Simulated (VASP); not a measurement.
# SiC (P6_3mc) in VASP: a series of runs

SiC is run at these levels: PBE; tasks: single point.

Everything below comes from runs of VASP 6.6.1. Logs are shortened: lines on timing, memory, paths and dates and some standing lists are left out, and cuts for length are marked.

## (1) The cell of the first run

Symmetry: P6_3mc, No. 186, hexagonal system. The conventional cell has a = 3.155 Å, b = 3.155 Å, c = 15.487 Å, α = 90.00°, β = 90.00°, γ = 120.00°. Si (site symmetry 3m) has 4 C at 1.93 to 1.94 Å within 2.6 Å. Si (site symmetry 3m) has 4 C at 1.93 to 1.94 Å within 2.6 Å. Si (site symmetry 3m) has 4 C at 1.93 to 1.94 Å within 2.6 Å. C (site symmetry 3m) has 4 Si at 1.93 to 1.94 Å within 2.6 Å. Within 2.6 Å of C (site symmetry 3m) lie 4 Si at 1.93 to 1.94 Å. C (site symmetry 3m) has 4 Si at 1.93 to 1.94 Å within 2.6 Å.

## (2) Single point, PBE (11.13 Å³/atom)

Contents of INCAR:

```
SYSTEM = SiC
  ALGO = Normal
  EDIFF = 1E-7
  ENCUT = 520
  GGA = PE
  ISIF = 2
  ISMEAR = 0
  LASPH = .TRUE.
  LCHARG = .TRUE.
  LELF = .TRUE.
  LREAL = .FALSE.
  LVHAR = .TRUE.
  LWAVE = .FALSE.
  NBANDS = 36
  NELM = 80
  PREC = Accurate
  SIGMA = 0.02
```

Contents of KPOINTS:

```
k-points
0
G
  12 12 2
  0 0 0
```

Contents of POSCAR:

```
SiC
1.0
    3.1554412309      0.0000000000      0.0000000000
   -1.5777206155      2.7326922661      0.0000000000
    0.0000000000      0.0000000000     15.4868259248
Si C
6 6
Direct
    0.0000000000      0.0000000000      0.1250544044
    0.0000000000      0.0000000000      0.6250544044
    0.3333333333      0.6666666667      0.2918084783
    0.6666666667      0.3333333333      0.7918084783
    0.3333333333      0.6666666667      0.9582892645
    0.6666666667      0.3333333333      0.4582892645
    0.0000000000      0.0000000000     -0.0003104560
    0.0000000000      0.0000000000      0.4996895440
    0.3333333333      0.6666666667      0.1668441462
    0.6666666667      0.3333333333      0.6668441462
    0.3333333333      0.6666666667      0.8333141626
    0.6666666667      0.3333333333      0.3333141626
```

Potentials or basis: VASP PAW PBE potentials, release 64 (Si, C).

Run with:

```bash
$ cat potpaw_PBE.64/Si/POTCAR potpaw_PBE.64/C/POTCAR > POTCAR
$ mpirun -np 1 vasp_std > vasp.out
```

OUTCAR:

```text
SYSTEM = SiC
   EDIFF = 1E-7
   ENCUT = 520
   GGA = PE
   ISIF = 2
   ISMEAR = 0
   LASPH = .TRUE.
   LREAL = .FALSE.
   NELM = 80
   PREC = Accurate

 ion  position               nearest neighbor table
   1  0.000  0.000  0.125-   9 1.93   9 1.93   9 1.93   7 1.94
   2  0.000  0.000  0.625-  10 1.93  10 1.93  10 1.93   8 1.94
   3  0.333  0.667  0.292-  12 1.93  12 1.93  12 1.93   9 1.94
   4  0.667  0.333  0.792-  11 1.93  11 1.93  11 1.93  10 1.94
   5  0.333  0.667  0.958-   7 1.93   7 1.93   7 1.93  11 1.94
   6  0.667  0.333  0.458-   8 1.93   8 1.93   8 1.93  12 1.94
   7  0.000  0.000  1.000-   5 1.93   5 1.93   5 1.93   1 1.94
   8  0.000  0.000  0.500-   6 1.93   6 1.93   6 1.93   2 1.94
   9  0.333  0.667  0.167-   1 1.93   1 1.93   1 1.93   3 1.94
  10  0.667  0.333  0.667-   2 1.93   2 1.93   2 1.93   4 1.94
  11  0.333  0.667  0.833-   4 1.93   4 1.93   4 1.93   5 1.94
  12  0.667  0.333  0.333-   3 1.93   3 1.93   3 1.93   6 1.94

  LATTYP: Found a hexagonal cell.
 ALAT       =     3.1554412309
 C/A-ratio  =     4.9079747622

  Lattice vectors:

 A1 = (   3.1554412309,   0.0000000000,   0.0000000000)
 A2 = (  -1.5777206155,   2.7326922661,   0.0000000000)
 A3 = (   0.0000000000,   0.0000000000,  15.4868259248)

Analysis of symmetry for initial positions (statically):
=====================================================================
 Subroutine PRICEL returns:
 Original cell was already a primitive cell.

 Routine SETGRP: Setting up the symmetry group for a
 hexagonal supercell.

 Subroutine GETGRP returns: Found 12 space group operations
 (whereof  6 operations were pure point group operations)
 out of a pool of 24 trial point group operations.

The static configuration has the point symmetry C_3v.
 The point group associated with its full space group is C_6v.

Analysis of symmetry for dynamics (positions and initial velocities):
=====================================================================
 Subroutine PRICEL returns:
 Original cell was already a primitive cell.

 Routine SETGRP: Setting up the symmetry group for a
 hexagonal supercell.

 Subroutine GETGRP returns: Found 12 space group operations
 (whereof  6 operations were pure point group operations)
 out of a pool of 24 trial point group operations.

The dynamic configuration has the point symmetry C_3v.
 The point group associated with its full space group is C_6v.

 Subroutine INISYM returns: Found 12 space group operations
 (whereof  6 operations are pure point group operations),
 and found     1 'primitive' translations

----------------------------------------------------------------------------------------

                                     Primitive cell

  volume of cell :     133.5406

  direct lattice vectors                    reciprocal lattice vectors
     3.155441231  0.000000000  0.000000000     0.316912890  0.182969742  0.000000000
    -1.577720616  2.732692266  0.000000000     0.000000000  0.365939485  0.000000000
     0.000000000  0.000000000 15.486825925     0.000000000  0.000000000  0.064571011

  length of vectors
     3.155441231  3.155441231 15.486825925     0.365939485  0.365939485  0.064571011

  position of ions in fractional coordinates (direct lattice)
     0.000000000  0.000000000  0.125054404
     0.000000000  0.000000000  0.625054404
     0.333333333  0.666666667  0.291808478
     0.666666667  0.333333333  0.791808478
     0.333333333  0.666666667  0.958289265
     0.666666667  0.333333333  0.458289265
     0.000000000  0.000000000  0.999689544
     0.000000000  0.000000000  0.499689544
     0.333333333  0.666666667  0.166844146
     0.666666667  0.333333333  0.666844146
     0.333333333  0.666666667  0.833314163
     0.666666667  0.333333333  0.333314163

  ion indices of the primitive-cell ions
   primitive index   ion index
                 1           1
                 2           2
                 3           3
                 4           4
                 5           5
                 6           6
                 7           7
                 8           8
                 9           9
                10          10
                11          11
                12          12

----------------------------------------------------------------------------------------

 KPOINTS: k-points

Automatic generation of k-mesh.
 Grid dimensions read from file:
 generate k-points for:   12   12    2

 Generating k-lattice:

  Cartesian coordinates                     Fractional coordinates (reciprocal lattice)
     0.026409408  0.015247479  0.000000000     0.083333333  0.000000000  0.000000000
     0.000000000  0.030494957  0.000000000     0.000000000  0.083333333  0.000000000
     0.000000000  0.000000000  0.032285505     0.000000000  0.000000000  0.500000000

  Length of vectors
     0.030494957  0.030494957  0.032285505

  Shift w.r.t. Gamma in fractional coordinates (k-lattice)
     0.000000000  0.000000000  0.000000000

 Subroutine IBZKPT returns following result:
 ===========================================

 Found     38 irreducible k-points:

 Following reciprocal coordinates:
            Coordinates               Weight
  0.000000  0.000000  0.000000      1.000000
  0.083333 -0.000000  0.000000      6.000000
  0.166667 -0.000000  0.000000      6.000000
  0.250000 -0.000000  0.000000      6.000000
  0.333333 -0.000000  0.000000      6.000000
  0.416667 -0.000000  0.000000      6.000000
[... 16 lines left out ...]
  0.250000 -0.000000  0.500000      6.000000
  0.333333 -0.000000  0.500000      6.000000
 [... further k-points ...]
   k-points           NKPTS =     38   k-points in BZ     NKDIM =     38   number of bands    NBANDS=     36
   number of dos      NEDOS =    301   number of ions     NIONS =     12
   total plane-waves  NPLWV =  69120
   dimension x,y,z NGX =    24 NGY =   24 NGZ =  120
   dimension x,y,z NGXF=    48 NGYF=   48 NGZF=  240
   ions per type =               6   6
   NGX,Y,Z   is equivalent  to a cutoff of  12.64, 12.64, 12.88 a.u.
   NGXF,Y,Z  is equivalent  to a cutoff of  25.29, 25.29, 25.76 a.u.
 SYSTEM =  SiC
   PREC   = accura    normal or accurate (medium, high low for compatibility)
   ISTART =      0    job   : 0-new  1-cont  2-samecut
   ICHARG =      2    charge: 1-file 2-atom 10-const
   ISPIN  =      1    spin polarized calculation?
   LNONCOLLINEAR =      F non collinear calculations
   LSORBIT =      F    spin-orbit coupling
   LASPH  =      T    aspherical Exc in radial PAW
   ENCUT  =  520.0 eV  38.22 Ry    6.18 a.u.   5.87  5.87 28.80*2*pi/ulx,y,z
   NELM   =     80;   NELMIN=  2; NELMDL= -5     # of ELM steps
   EDIFF  = 0.1E-06   stopping-criterion for ELM
   LREAL  =      F    real-space projection
   EDIFFG = 0.1E-05   stopping-criterion for IOM
   NSW    =      0    number of steps for IOM
   IBRION =     -1    ionic relax: 0-MD 1-quasi-New 2-CG
   NFREE  =      0    steps in history (QN), initial steepest desc. (CG)
   ISIF   =      2    stress and relaxation
   ISYM   =      2    0-nonsym 1-usesym 2-fastsym
   POTIM  = 0.5000    time-step for ionic-motion
   TEBEG  =    0.0;   TEEND  =   0.0 temperature during run
   PSTRESS=    0.0 pullay stress
   NELECT =      48.0000    total number of electrons
   NUPDOWN=      -1.0000    fix difference up-down
   EMIN   =  10.00;   EMAX   =-10.00  energy-range for DOS
   EFERMI =   0.00;   METHOD = LEGACY
   ISMEAR =     0;   SIGMA  =   0.02  broadening in eV -4-tet -1-fermi 0-gaus
   EFERMI_NEDOS =   21; number of points for ismear=-14 and -15
   IALGO  =     38    algorithm
   IMIX   =      4    mixing-type and parameters
     AMIX     =   0.40;   BMIX     =  1.00
     AMIX_MAG =   1.60;   BMIX_MAG =  1.00
  volume/ion in A,a.u.               =      11.13        75.10
  Fermi-wavevector in a.u.,A,eV,Ry     =   1.163994  2.199630 18.434297  1.354883
  Thomas-Fermi vector in A             =   2.300537
   LORBIT       =      0    0 simple, 1 ext, 2 COOP (PROOUT), +10 PAW based schemes
   GGA     = PE    functional components
   LHFCALC =     F    Hartree Fock is set to
   AEXX    =    0.0000 exact exchange contribution
   IVDW    =     0    specifies the selected vdW correction
   LEPSILON=     F    determine dielectric tensor
   LRPA    =     F    only Hartree local field effects (RPA)
 non-spin polarized calculation
 Gauss-broadening in eV      SIGMA  =   0.02
  energy-cutoff  :      520.00
  volume of cell :      133.54
 maximum number of plane-waves:      3616
 NGX is ok and might be reduce to    24
   NGX = 11   NGY = 11   NGZ = 57

 number of electron      48.0000000 magnetization

 Free energy of the ion-electron system (eV)
  ---------------------------------------------------
  ext. energy  EPLUGINS =         0.00000000
  ---------------------------------------------------
  free energy    TOTEN  =       -90.10041793 eV

  energy without entropy =      -90.10041793  energy(sigma->0) =      -90.10041793

 E-fermi :   7.4522     XC(G=0): -11.0387

 val. band max:        7.3529738387   @ k =   0.0000   0.0000   0.0000
 cond. band min:       9.3932126073   @ k =   0.5000  -0.0000   0.0000
 fundamental gap:      2.0402387686
 Fermi energy:         7.4522074638

 k-point     1 :       0.0000    0.0000    0.0000
  band No.  band energies     occupation
      1      -7.5400      2.00000
      2      -7.0476      2.00000
      3      -7.0161      2.00000
      4      -5.6164      2.00000
      5      -5.5889      2.00000
      6      -4.2386      2.00000
[... 28 lines left out ...]
     35      14.2116      0.00000
     36      14.4116      0.00000
[... 866 lines left out ...]
      6      -3.3380      2.00000
[... 28 lines left out ...]
     35      14.8838      0.00000
     36      14.8841      0.00000

 [... further k-points ...]

------------------------ aborting loop because EDIFF is reached ----------------------------------------

  FORCE on cell =-STRESS in cart. coord.  units (eV):
  Direction    XX          YY          ZZ          XY          YZ          ZX
  --------------------------------------------------------------------------------------
  -------------------------------------------------------------------------------------
  Total       -9.2386325     -9.2386325     -9.2357035      0.0000000      0.0000000      0.0000000
  in kB     -110.8421732   -110.8421732   -110.8070325      0.0000000      0.0000000      0.0000000
  external PRESSURE =    -110.8304596 kB  Pullay stress =       0.0000000 kB

 VOLUME and BASIS-vectors are now :
 -----------------------------------------------------------------------------
  energy-cutoff  :      520.00
  volume of cell :      133.54
      direct lattice vectors                 reciprocal lattice vectors
     3.155441231  0.000000000  0.000000000     0.316912890  0.182969742  0.000000000
    -1.577720616  2.732692266  0.000000000     0.000000000  0.365939485  0.000000000
     0.000000000  0.000000000 15.486825925     0.000000000  0.000000000  0.064571011

 POSITION                                       TOTAL-FORCE (eV/Angst)
 -----------------------------------------------------------------------------------
      0.00000      0.00000      1.93670        -0.000000      0.000000      0.009529
      0.00000      0.00000      9.68011         0.000000      0.000000      0.009529
     -0.00000      1.82179      4.51919         0.000000      0.000000      0.001094
      1.57772      0.91090     12.26260        -0.000000     -0.000000      0.001094
     -0.00000      1.82179     14.84086        -0.000000      0.000000      0.002232
      1.57772      0.91090      7.09745         0.000000     -0.000000      0.002232
      0.00000      0.00000     15.48202         0.000000     -0.000000     -0.009145
      0.00000      0.00000      7.73860         0.000000      0.000000     -0.009145
     -0.00000      1.82179      2.58389        -0.000000      0.000000     -0.001813
      1.57772      0.91090     10.32730         0.000000     -0.000000     -0.001813
     -0.00000      1.82179     12.90539         0.000000     -0.000000     -0.001898
      1.57772      0.91090      5.16198        -0.000000      0.000000     -0.001898
 -----------------------------------------------------------------------------------
    total drift:                               -0.000000     -0.000000      0.000148

  FREE ENERGIE OF THE ION-ELECTRON SYSTEM (eV)
  ---------------------------------------------------
  free  energy   TOTEN  =       -90.1004179258 eV

  energy  without entropy=      -90.1004179258  energy(sigma->0) =      -90.10041793
```

It took 1.7 min on 1 thread of Intel Xeon 6975P-C (Granite Rapids), shared host; peak memory 0.31 GiB.

What came out:

```yaml
Free_energy: -90.1004 eV
Pressure: -11.1 GPa
Largest_force: 0.010 eV/Å
Band_gap_on_the_k_mesh: 2.04 eV (least direct gap 3.12 eV)
```

Forces on the atoms (eV/Å):
```
Si   0.000  0.000  0.010
Si   0.000  0.000  0.010
Si   0.000  0.000  0.001
Si   0.000  0.000  0.001
Si   0.000  0.000  0.002
Si   0.000  0.000  0.002
C    0.000  0.000 -0.009
C    0.000  0.000 -0.009
C    0.000  0.000 -0.002
C    0.000  0.000 -0.002
C    0.000  0.000 -0.002
C    0.000  0.000 -0.002
```

Levels at points of the mesh, in eV from the valence-band top:
```tsv
k point	band 21	band 22	band 23	band 24	band 25	band 26	band 27	band 28
(0.00, 0.00, 0.00)	-0.30	-0.04	0.00	0.00	4.56	4.74	5.10	5.47
(0.50, 0.00, 0.00)	-1.75	-1.72	-1.60	-1.08	2.04	2.19	3.09	3.74
(0.00, 0.00, 0.50)	-0.09	-0.09	-0.09	-0.09	4.63	4.63	5.34	5.34
(0.50, 0.00, 0.50)	-1.66	-1.66	-1.27	-1.27	2.06	2.06	3.31	3.31
```

Caveat: the cell stands under tension. A k mesh can miss the band edges.

## (3) Single point, PBE

This run uses another cell than the first one, of 10.50 Å³/atom.

Contents of INCAR:

```
ALGO = Normal
EDIFF = 1E-6
ENCUT = 520
GGA = PE
ISIF = 2
ISMEAR = 0
LASPH = T
LCHARG = F
LREAL = F
LWAVE = F
NBANDS = 36
NELM = 60
PREC = Accurate
SIGMA = 0.01
```

Contents of KPOINTS:

```
k-points
0
Gamma
  12 12 2
```

Contents of POSCAR:

```
SiC
1.0
    3.0949980732      0.0000000000      0.0000000000
   -1.5474990366      2.6803469561      0.0000000000
    0.0000000000      0.0000000000     15.1864399695
Si C
6 6
Direct
    0.0000000000      0.0000000000      0.1250399221
    0.0000000000      0.0000000000      0.6250399221
    0.3333333333      0.6666666667      0.2918177992
    0.6666666667      0.3333333333      0.7918177992
    0.3333333333      0.6666666667      0.9583095063
    0.6666666667      0.3333333333      0.4583095063
    0.0000000000      0.0000000000     -0.0003123163
    0.0000000000      0.0000000000      0.4996876837
    0.3333333333      0.6666666667      0.1668296831
    0.6666666667      0.3333333333      0.6668296831
    0.3333333333      0.6666666667      0.8333154056
    0.6666666667      0.3333333333      0.3333154056
```

Potentials or basis: VASP PAW PBE potentials, release 64 (Si, C).

Run with:

```bash
$ cat potpaw_PBE.64/Si/POTCAR potpaw_PBE.64/C/POTCAR > POTCAR
$ mpirun -np 1 vasp_std > vasp.out
```

OUTCAR:

```text
EDIFF = 1E-6
   ENCUT = 520
   GGA = PE
   ISIF = 2
   ISMEAR = 0
   LASPH = T
   LREAL = F
   NELM = 60
   PREC = Accurate

 ion  position               nearest neighbor table
   1  0.000  0.000  0.125-   9 1.90   9 1.90   9 1.90   7 1.90   5 3.10   5 3.10   5 3.10   3 3.10
                             3 3.10   3 3.10
   2  0.000  0.000  0.625-  10 1.90  10 1.90  10 1.90   8 1.90   6 3.10   6 3.10   6 3.10   4 3.10
                             4 3.10   4 3.10
   3  0.333  0.667  0.292-  12 1.89  12 1.89  12 1.89   9 1.90   6 3.10   6 3.10   6 3.10   1 3.10
                             1 3.10   1 3.10
[... 1176 lines left out ...]
 -----------------------------------------------------------------------------
  energy-cutoff  :      520.00
  volume of cell :      125.98
      direct lattice vectors                 reciprocal lattice vectors
     3.094998073  0.000000000  0.000000000     0.323101978  0.186543014  0.000000000
    -1.547499037  2.680346956  0.000000000     0.000000000  0.373086028  0.000000000
     0.000000000  0.000000000 15.186439970     0.000000000  0.000000000  0.065848217

 POSITION                                       TOTAL-FORCE (eV/Angst)
 -----------------------------------------------------------------------------------
      0.00000      0.00000      1.89891        -0.000000     -0.000000      0.001291
      0.00000      0.00000      9.49213         0.000000      0.000000      0.001291
     -0.00000      1.78690      4.43167        -0.000000      0.000000     -0.000474
      1.54750      0.89345     12.02489         0.000000      0.000000     -0.000474
     -0.00000      1.78690     14.55331        -0.000000     -0.000000     -0.000959
      1.54750      0.89345      6.96009        -0.000000      0.000000     -0.000959
      0.00000      0.00000     15.18170         0.000000      0.000000     -0.000158
      0.00000      0.00000      7.58848        -0.000000      0.000000     -0.000158
     -0.00000      1.78690      2.53355        -0.000000      0.000000      0.000337
      1.54750      0.89345     10.12677         0.000000      0.000000      0.000337
     -0.00000      1.78690     12.65509         0.000000      0.000000     -0.000038
      1.54750      0.89345      5.06187        -0.000000     -0.000000     -0.000038
 -----------------------------------------------------------------------------------
    total drift:                                0.000000      0.000000     -0.000702

  FREE ENERGIE OF THE ION-ELECTRON SYSTEM (eV)
  ---------------------------------------------------
  free  energy   TOTEN  =       -90.3737613991 eV

  energy  without entropy=      -90.3737613991  energy(sigma->0) =      -90.37376140
```

OSZICAR:

```text
N       E                     dE             d eps       ncg     rms          rms(c)
DAV:   1     0.120637488694E+03    0.12064E+03   -0.21745E+04  2736   0.120E+03
DAV:   2    -0.894678684761E+02   -0.21011E+03   -0.19711E+03  3596   0.204E+02
DAV:   3    -0.101078613963E+03   -0.11611E+02   -0.11527E+02  3592   0.458E+01
DAV:   4    -0.101254132535E+03   -0.17552E+00   -0.17517E+00  3504   0.648E+00
DAV:   5    -0.101257820051E+03   -0.36875E-02   -0.36846E-02  3496   0.898E-01    0.212E+01
DAV:   6    -0.906431073850E+02    0.10615E+02   -0.31693E+01  3388   0.207E+01    0.945E+00
DAV:   7    -0.904213570276E+02    0.22175E+00   -0.30840E+00  3608   0.666E+00    0.409E+00
DAV:   8    -0.903773443118E+02    0.44013E-01   -0.18864E-01  3316   0.175E+00    0.128E+00
DAV:   9    -0.903729033034E+02    0.44410E-02   -0.28141E-02  3416   0.775E-01    0.184E-01
DAV:  10    -0.903736053873E+02   -0.70208E-03   -0.22837E-03  3456   0.204E-01    0.959E-02
DAV:  11    -0.903737573627E+02   -0.15198E-03   -0.33573E-04  3192   0.993E-02    0.193E-02
DAV:  12    -0.903737594319E+02   -0.20692E-05   -0.12753E-05  3592   0.174E-02    0.869E-03
DAV:  13    -0.903737609876E+02   -0.15557E-05   -0.17148E-06  2336   0.644E-03    0.204E-03
DAV:  14    -0.903737613991E+02   -0.41150E-06   -0.25074E-07  1960   0.245E-03
   1 F= -.90373761E+02 E0= -.90373761E+02  d E =-.402042E-30
```

stdout:

```text
POSCAR found type information on POSCAR SiC
 POSCAR found :  2 types and      12 ions
 scaLAPACK will be used
 LDA part: xc-table for (Slater+PW92), standard interpolation
 POSCAR, INCAR and KPOINTS ok, starting setup
 FFT: planning ... GRIDC
 FFT: planning ... GRID_SOFT
 FFT: planning ... GRID
 WAVECAR not read
 entering main loop
```

It took 81 s on 1 thread of Intel Xeon 6975P-C (Granite Rapids), shared host; peak memory 0.3 GiB.

Results:

```
Free energy            : -90.3738 eV
Pressure               : 0.0 GPa
Band gap on the k mesh : 2.03 eV (least direct gap 3.12 eV)
```
